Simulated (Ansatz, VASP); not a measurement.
## Two plane-wave programs on PbS

```
Pb S
1.0
     0.00000    2.83787    2.83787
     2.83787    0.00000    2.83787
     2.83787    2.83787    0.00000
Pb S
1 1
Direct
  0.00000 0.00000 0.00000
  0.50000 0.50000 0.50000
```

Change from the starting cell: hydrostatic strain -5.0%.

Alike in both runs: task single point; functional r2SCAN; k mesh 8 × 8 × 8; no spin polarisation.

|  | VASP | Ansatz |
| --- | --- | --- |
| version | VASP 6.6.1 | Ansatz 0.2.0 |
| potentials or method | VASP PAW PBE potentials, release 64 (Pb_d, S) | plane waves, PAW |
| plane-wave cutoff (eV) | 520 | 500 |
| occupations | gaussian, width 0.01 eV | fixed |
| valence electrons in the cell | 20 | 20 |

VASP gave:

```
pressure (GPa) : 12.2
```

Which values does Ansatz return?

Pressure (GPa): 12.0.

VASP's potentials were made for PBE, not for r2SCAN.

Neither program's run includes spin-orbit coupling.
